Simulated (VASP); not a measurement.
Input of a VASP 6.6.1 run:

INCAR

```
ALGO = Normal
EDIFF = 1E-6
ENCUT = 520
GGA = RE
ISIF = 2
ISMEAR = -1
LASPH = True
LCHARG = False
LREAL = False
LWAVE = False
NBANDS = 12
NELM = 100
PREC = Accurate
SIGMA = 0.1
```

File KPOINTS:

```
k-points
0
Gamma
  16 16 16
```

POSCAR

```
Zn
1.0
   -1.6250286291      1.6250286291      1.6250286291
    1.6250286291     -1.6250286291      1.6250286291
    1.6250286291      1.6250286291     -1.6250286291
Zn
1
Direct
    0.0000000000      0.0000000000      0.0000000000
```

Potentials or basis: VASP PAW PBE potentials, release 64 (Zn).

The run is started by

```sh
$ cat potpaw_PBE.64/Zn/POTCAR > POTCAR
$ mpirun -np 1 vasp_std > vasp.out
```

Q: Estimate the pressure.

A: -3.3 GPa.

Q: What does it give for the band gap on the k mesh?

A: Zero (band 6 reaches 6.51 eV, above the bottom of band 7 at 1.34 eV).

Caveat: the PAW data sets were made with another functional, which shifts forces and pressure a little.
